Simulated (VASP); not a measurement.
# Tl (P6_3/mmc) in VASP: notebook

Tl is run at these levels: PBE+D3(BJ); tasks: relaxation of cell and atoms, relaxation of shape and atoms at fixed volume.

Everything below comes from runs of VASP 6.6.1. Logs are shortened: lines on timing, memory, paths and dates and some standing lists are left out, and cuts for length are marked.

**1. The cell of the first run**

The structure is hexagonal, space group P6_3/mmc (No. 194). The conventional cell has a = 3.000 Å, b = 3.000 Å, c = 9.811 Å, α = 90.00°, β = 90.00°, γ = 120.00°. Tl (site symmetry -3m) has 12 Tl at 3.00 Å within 3.9 Å. Tl (site symmetry -6m2) has 12 Tl at 3.00 Å within 3.9 Å.

**2. Relaxation of cell and atoms, PBE+D3(BJ), target pressure 60 GPa, at which the enthalpy is minimised**

The input, INCAR:

```
SYSTEM = Tl
ALGO     = Normal         ! electronic algorithm
EDIFF    = 1E-6           ! SCF threshold, eV
EDIFFG   = -0.008         ! ionic threshold
ENCUT    = 600            ! plane-wave cutoff, eV
GGA      = PE             ! functional
IBRION   = 2              ! ionic algorithm
ISIF     = 3              ! what is computed and relaxed
ISMEAR   = 0              ! smearing method
IVDW     = 12             ! dispersion correction
LASPH    = .TRUE.         ! aspherical terms in the spheres
LCHARG   = .FALSE.        ! write CHGCAR
LREAL    = .FALSE.        ! projectors in reciprocal space
LWAVE    = .FALSE.        ! write WAVECAR
NELM     = 100            ! most SCF steps
NSW      = 70             ! ionic steps
PREC     = Accurate       ! precision mode
PSTRESS  = 600.0        
SIGMA    = 0.1            ! smearing width, eV
```

The input, KPOINTS:

```
k-points
0
G
  18 18 6
  0 0 0
```

The input, POSCAR:

```
Tl
1.0
    2.9996377807      0.0000000000      0.0000000000
   -1.4998188904      2.5977625203      0.0000000000
    0.0000000000      0.0000000000      9.8107320262
Tl
4
Direct
    0.0000000000      0.0000000000      0.0000000000
    0.3333333333      0.6666666667      0.2500000000
    0.0000000000      0.0000000000      0.5000000000
    0.6666666667      0.3333333333      0.7500000000
```

Potentials or basis: VASP PAW PBE potentials, release 64 (Tl_d).

Run with:

```bash
$ cat potpaw_PBE.64/Tl_d/POTCAR > POTCAR
$ mpirun -np 1 vasp_std > vasp.out
```

OUTCAR:

```text
SYSTEM = Tl
   EDIFF = 1E-6
   EDIFFG = -0.008
   ENCUT = 600
   GGA = PE
   IBRION = 2
   ISIF = 3
   ISMEAR = 0
   IVDW = 12
   LASPH = .TRUE.
   LREAL = .FALSE.
   NELM = 100
   NSW = 70
   PREC = Accurate
   PSTRESS = 600.0
 IVDW          = 12

 ion  position               nearest neighbor table
   1  0.000  0.000  0.000-   2 3.00   4 3.00   4 3.00   2 3.00   4 3.00   2 3.00
   2  0.333  0.667  0.250-   1 3.00   3 3.00   1 3.00   3 3.00   1 3.00   3 3.00
   3  0.000  0.000  0.500-   2 3.00   4 3.00   4 3.00   2 3.00   4 3.00   2 3.00
   4  0.667  0.333  0.750-   1 3.00   3 3.00   1 3.00   3 3.00   1 3.00   3 3.00

  LATTYP: Found a hexagonal cell.
 ALAT       =     2.9996377807
 C/A-ratio  =     3.2706389049

  Lattice vectors:

 A1 = (   2.9996377807,   0.0000000000,   0.0000000000)
 A2 = (  -1.4998188904,   2.5977625203,   0.0000000000)
 A3 = (   0.0000000000,   0.0000000000,   9.8107320262)

Analysis of symmetry for initial positions (statically):
=====================================================================
 Subroutine PRICEL returns:
 Original cell was already a primitive cell.

 Routine SETGRP: Setting up the symmetry group for a
 hexagonal supercell.

 Subroutine GETGRP returns: Found 24 space group operations
 (whereof 12 operations were pure point group operations)
 out of a pool of 24 trial point group operations.

The static configuration has the point symmetry D_3d.
 The point group associated with its full space group is D_6h.

Analysis of symmetry for dynamics (positions and initial velocities):
=====================================================================
 Subroutine PRICEL returns:
 Original cell was already a primitive cell.

 Routine SETGRP: Setting up the symmetry group for a
 hexagonal supercell.

 Subroutine GETGRP returns: Found 24 space group operations
 (whereof 12 operations were pure point group operations)
 out of a pool of 24 trial point group operations.

The dynamic configuration has the point symmetry D_3d.
 The point group associated with its full space group is D_6h.

 Subroutine INISYM returns: Found 24 space group operations
 (whereof 12 operations are pure point group operations),
 and found     1 'primitive' translations

----------------------------------------------------------------------------------------

                                     Primitive cell

  volume of cell :      76.4486

  direct lattice vectors                    reciprocal lattice vectors
     2.999637781  0.000000000  0.000000000     0.333373585  0.192473329  0.000000000
    -1.499818890  2.597762520  0.000000000     0.000000000  0.384946658  0.000000000
     0.000000000  0.000000000  9.810732026     0.000000000  0.000000000  0.101929193

  length of vectors
     2.999637781  2.999637781  9.810732026     0.384946658  0.384946658  0.101929193

  position of ions in fractional coordinates (direct lattice)
     0.000000000  0.000000000  0.000000000
     0.333333333  0.666666667  0.250000000
     0.000000000  0.000000000  0.500000000
     0.666666667  0.333333333  0.750000000

  ion indices of the primitive-cell ions
   primitive index   ion index
                 1           1
                 2           2
                 3           3
                 4           4

----------------------------------------------------------------------------------------

 KPOINTS: k-points

Automatic generation of k-mesh.
 Grid dimensions read from file:
 generate k-points for:   18   18    6

 Generating k-lattice:

  Cartesian coordinates                     Fractional coordinates (reciprocal lattice)
     0.018520755  0.010692963  0.000000000     0.055555556  0.000000000  0.000000000
     0.000000000  0.021385925  0.000000000     0.000000000  0.055555556  0.000000000
     0.000000000  0.000000000  0.016988199     0.000000000  0.000000000  0.166666667

  Length of vectors
     0.021385925  0.021385925  0.016988199

  Shift w.r.t. Gamma in fractional coordinates (k-lattice)
     0.000000000  0.000000000  0.000000000

 Subroutine IBZKPT returns following result:
 ===========================================

 Found    148 irreducible k-points:

 Following reciprocal coordinates:
            Coordinates               Weight
  0.000000  0.000000  0.000000      1.000000
  0.055556  0.000000  0.000000      6.000000
  0.111111  0.000000  0.000000      6.000000
  0.166667  0.000000  0.000000      6.000000
  0.222222  0.000000  0.000000      6.000000
  0.277778  0.000000  0.000000      6.000000
[... 16 lines left out ...]
  0.333333  0.111111  0.000000     12.000000
  0.388889  0.111111  0.000000     12.000000
 [... further k-points ...]
   k-points           NKPTS =    148   k-points in BZ     NKDIM =    148   number of bands    NBANDS=     31
   number of dos      NEDOS =    301   number of ions     NIONS =      4
   total plane-waves  NPLWV =  46080
   dimension x,y,z NGX =    24 NGY =   24 NGZ =   80
   dimension x,y,z NGXF=    48 NGYF=   48 NGZF=  160
   ions per type =               4
   NGX,Y,Z   is equivalent  to a cutoff of  13.30, 13.30, 13.56 a.u.
   NGXF,Y,Z  is equivalent  to a cutoff of  26.60, 26.60, 27.11 a.u.
 SYSTEM =  Tl
   PREC   = accura    normal or accurate (medium, high low for compatibility)
   ISTART =      0    job   : 0-new  1-cont  2-samecut
   ICHARG =      2    charge: 1-file 2-atom 10-const
   ISPIN  =      1    spin polarized calculation?
   LNONCOLLINEAR =      F non collinear calculations
   LSORBIT =      F    spin-orbit coupling
   LASPH  =      T    aspherical Exc in radial PAW
   ENCUT  =  600.0 eV  44.10 Ry    6.64 a.u.   5.99  5.99 19.59*2*pi/ulx,y,z
   NELM   =    100;   NELMIN=  2; NELMDL= -5     # of ELM steps
   EDIFF  = 0.1E-05   stopping-criterion for ELM
   LREAL  =      F    real-space projection
   EDIFFG = -.8E-02   stopping-criterion for IOM
   NSW    =     70    number of steps for IOM
   IBRION =      2    ionic relax: 0-MD 1-quasi-New 2-CG
   NFREE  =      1    steps in history (QN), initial steepest desc. (CG)
   ISIF   =      3    stress and relaxation
   ISYM   =      2    0-nonsym 1-usesym 2-fastsym
   POTIM  = 0.5000    time-step for ionic-motion
   TEBEG  =    0.0;   TEEND  =   0.0 temperature during run
   PSTRESS=  600.0 pullay stress
   NELECT =      52.0000    total number of electrons
   NUPDOWN=      -1.0000    fix difference up-down
   EMIN   =  10.00;   EMAX   =-10.00  energy-range for DOS
   EFERMI =   0.00;   METHOD = LEGACY
   ISMEAR =     0;   SIGMA  =   0.10  broadening in eV -4-tet -1-fermi 0-gaus
   EFERMI_NEDOS =   21; number of points for ismear=-14 and -15
   IALGO  =     38    algorithm
   IMIX   =      4    mixing-type and parameters
     AMIX     =   0.40;   BMIX     =  1.00
     AMIX_MAG =   1.60;   BMIX_MAG =  1.00
  volume/ion in A,a.u.               =      19.11       128.98
  Fermi-wavevector in a.u.,A,eV,Ry     =   1.439747  2.720727 28.203111  2.072870
  Thomas-Fermi vector in A             =   2.558568
   LORBIT       =      0    0 simple, 1 ext, 2 COOP (PROOUT), +10 PAW based schemes
   GGA     = PE    functional components
   LHFCALC =     F    Hartree Fock is set to
   AEXX    =    0.0000 exact exchange contribution
   IVDW    =    12    specifies the selected vdW correction
   LEPSILON=     F    determine dielectric tensor
   LRPA    =     F    only Hartree local field effects (RPA)
 conjugate gradient relaxation of ions
 non-spin polarized calculation
 Gauss-broadening in eV      SIGMA  =   0.10
  energy-cutoff  :      600.00
  volume of cell :       76.45
 maximum number of plane-waves:      2592
 NGX is ok and might be reduce to    24
   NGX = 11   NGY = 11   NGZ = 39

--------------------------------------- Ionic step        1  -------------------------------------------

 number of electron      52.0000011 magnetization

 Free energy of the ion-electron system (eV)
  ---------------------------------------------------
  ext. energy  EPLUGINS =         0.00000000
  ---------------------------------------------------
  free energy    TOTEN  =        -4.32343252 eV

  energy without entropy =       -4.31667912  energy(sigma->0) =       -4.32005582

------------------------ aborting loop because EDIFF is reached ----------------------------------------

 Edisp (eV)   -2.08687

 E8    (eV) :    -1.0976

  FORCE on cell =-STRESS in cart. coord.  units (eV):
  Direction    XX          YY          ZZ          XY          YZ          ZX
  --------------------------------------------------------------------------------------
  -------------------------------------------------------------------------------------
  Total      21.86254    21.86254    22.09626    -0.00000    -0.00000     0.00000
  in kB     458.18567   458.18567   463.08380    -0.00000    -0.00000     0.00000
  external pressure =     -140.18 kB  Pullay stress =      600.00 kB
[... 201 lines left out ...]
  enthalpy is  TOTEN    =        22.0369672109 eV   P V=       27.1329371696

--------------------------------------- Ionic step        6  -------------------------------------------

 number of electron      51.9999992 magnetization

 Free energy of the ion-electron system (eV)
  ---------------------------------------------------
  ext. energy  EPLUGINS =         0.00000000
  ---------------------------------------------------
  free energy    TOTEN  =        -2.89014148 eV

  energy without entropy =       -2.88367754  energy(sigma->0) =       -2.88690951

 E-fermi :  13.0370     XC(G=0): -12.6858

 val. band max:       13.0342818613   @ k =   0.3333   0.2778   0.0000
 cond. band min:      13.0370801104   @ k =   0.2778   0.2222   0.3333
 fundamental gap:      0.0027982490
 Fermi energy:        13.0370395416

 k-point     1 :       0.0000    0.0000    0.0000
  band No.  band energies     occupation
      1      -1.3261      2.00000
      2      -1.0864      2.00000
      3      -0.7466      2.00000
      4      -0.7286      2.00000
      5      -0.0546      2.00000
      6      -0.0359      2.00000
[... 805 lines left out ...]
     30      16.6095      0.00000
     31      17.4459      0.00000

 [... further k-points ...]

------------------------ aborting loop because EDIFF is reached ----------------------------------------

 Edisp (eV)   -2.20599

 E8    (eV) :    -1.1608

  FORCE on cell =-STRESS in cart. coord.  units (eV):
  Direction    XX          YY          ZZ          XY          YZ          ZX
  --------------------------------------------------------------------------------------
  -------------------------------------------------------------------------------------
  Total      27.16043    27.16043    27.13359    -0.00000     0.00000     0.00000
  in kB     600.60767   600.60767   600.01398    -0.00000     0.00000     0.00000
  external pressure =        0.41 kB  Pullay stress =      600.00 kB
[... 19 lines left out ...]
  FREE ENERGIE OF THE ION-ELECTRON SYSTEM (eV)
  ---------------------------------------------------
  free  energy   TOTEN  =        -5.0961298556 eV

  energy  without entropy=       -5.0896659136  energy(sigma->0) =       -5.09289788

  enthalpy is  TOTEN    =        22.0368249739 eV   P V=       27.1329548295

 reached required accuracy - stopping structural energy minimisation
```

Wall time 7.9 min (1 thread of Intel Xeon 6975P-C (Granite Rapids), shared host); peak memory 0.44 GiB.

What came out:

```
Free energy                                            : -5.0961 eV
Relaxed volume                                         : 18.11 Å³/atom
Relaxed cell                                           : a = 2.944 Å, b = 2.944 Å, c = 9.655 Å, α = 90.00°, β = 90.00°, γ = 120.00°
Space group after relaxing (to 0.05 Å)                 : P6_3/mmc (No. 194)
Energy change on relaxing (the enthalpy is what falls) : +328.5 meV/atom
Ionic steps                                            : 6
Pressure after relaxing                                : 60.0 GPa
Band gap on the k mesh                                 : zero (band 26 reaches 18.02 eV, above the bottom of band 27 at 11.47 eV)
Dispersion energy per atom                             : -0.551 eV
```

Step by step:
```tsv
step	energy change (eV)	largest force (eV/Å)	pressure (GPa)	volume (Å³)
1	0.0000	0.0000	45.98	76.45
2	9.1645	0.0000	146.08	59.40
3	1.1927	0.0000	58.75	72.78
4	1.2856	0.0000	59.78	72.53
5	1.3143	0.0000	60.06	72.45
6	1.3142	0.0000	60.04	72.45
```

Final structure:
```cif
data_structure
_symmetry_space_group_name_H-M 'P 1'
_symmetry_Int_Tables_number 1
_cell_length_a 2.9437
_cell_length_b 2.9437
_cell_length_c 9.6547
_cell_angle_alpha 90.000
_cell_angle_beta 90.000
_cell_angle_gamma 120.000
_cell_volume 72.45
loop_
_atom_site_label
_atom_site_type_symbol
_atom_site_fract_x
_atom_site_fract_y
_atom_site_fract_z
_atom_site_occupancy
Tl1 Tl 0.00000 0.00000 0.00000 1
Tl2 Tl 0.33333 0.66667 0.25000 1
Tl3 Tl 0.00000 0.00000 0.50000 1
Tl4 Tl 0.66667 0.33333 0.75000 1
```

Caveat: the cell is relaxed towards a set pressure, so the enthalpy falls and the energy may rise; spin-orbit coupling is left out, which moves the levels of the heavy elements; pairwise dispersion overbinds metals, which lowers pressure and volume.

**3. Relaxation of shape and atoms at fixed volume, PBE+D3(BJ) (volume scaled by 0.91)**

The input, INCAR:

```
SYSTEM = Tl
PREC = Accurate
ENCUT = 600
EDIFF = 1E-7
ISMEAR = 0
SIGMA = 0.1
LREAL = .False.
LASPH = .True.
NELM = 80
ALGO = Fast
ISIF = 4
LWAVE = .False.
LCHARG = .False.
GGA = PE
IVDW = 12
IBRION = 2
NSW = 50
EDIFFG = -0.01
```

The input, KPOINTS:

```
regular mesh
0
Gamma
  15 15 4
  0 0 0
```

The input, POSCAR:

```
Tl
1.0
    3.3493413292      0.0000000000      0.0000000000
   -1.6746706646      2.9006146770      0.0000000000
    0.0000000000      0.0000000000     10.9987243951
Tl
4
Direct
    0.0000000000      0.0000000000      0.0000000000
    0.3333333333      0.6666666667      0.2500000000
    0.0000000000      0.0000000000      0.5000000000
    0.6666666667      0.3333333333      0.7500000000
```

Potentials or basis: VASP PAW PBE potentials, release 64 (Tl_d).

Run with:

```bash
$ cat potpaw_PBE.64/Tl_d/POTCAR > POTCAR
$ mpirun -np 1 vasp_std > vasp.out
```

Run time: 2.2 min. Hardware: 1 thread of Intel Xeon 6975P-C (Granite Rapids), shared host; peak memory 0.4 GiB.

It converged, with:

```yaml
Free_energy: -10.0153 eV
Pressure_after_relaxing: 4.0 GPa
Band_gap_on_the_k_mesh: zero (band 26 reaches 10.78 eV, above the bottom of band 27 at 6.14 eV)
Dispersion_energy_per_atom: -0.368 eV
```

Final structure:
```cif
data_structure
_symmetry_space_group_name_H-M 'P 1'
_symmetry_Int_Tables_number 1
_cell_length_a 3.3493
_cell_length_b 3.3493
_cell_length_c 10.9987
_cell_angle_alpha 90.000
_cell_angle_beta 90.000
_cell_angle_gamma 120.000
_cell_volume 106.85
loop_
_atom_site_label
_atom_site_type_symbol
_atom_site_fract_x
_atom_site_fract_y
_atom_site_fract_z
_atom_site_occupancy
Tl1 Tl 0.00000 0.00000 0.00000 1
Tl2 Tl 0.33333 0.66667 0.25000 1
Tl3 Tl 0.00000 0.00000 0.50000 1
Tl4 Tl 0.66667 0.33333 0.75000 1
```

Levels at points of the mesh, in eV from the Fermi level:
```tsv
k point	band 23	band 24	band 25	band 26	band 27	band 28	band 29	band 30
(0.00, 0.00, 0.00)	-9.01	-5.34	-3.21	3.19	3.20	8.78	8.78	9.79
(0.00, 0.00, 0.50)	-7.16	-7.16	-0.71	-0.71	7.57	7.57	9.07	9.07
```

Caveat: the cell differs from its parent crystal (volume scaled by 0.91); the relaxation stopped at its first step, so nothing moved; spin-orbit coupling is left out, which moves the levels of the heavy elements; pairwise dispersion overbinds metals, which lowers pressure and volume.
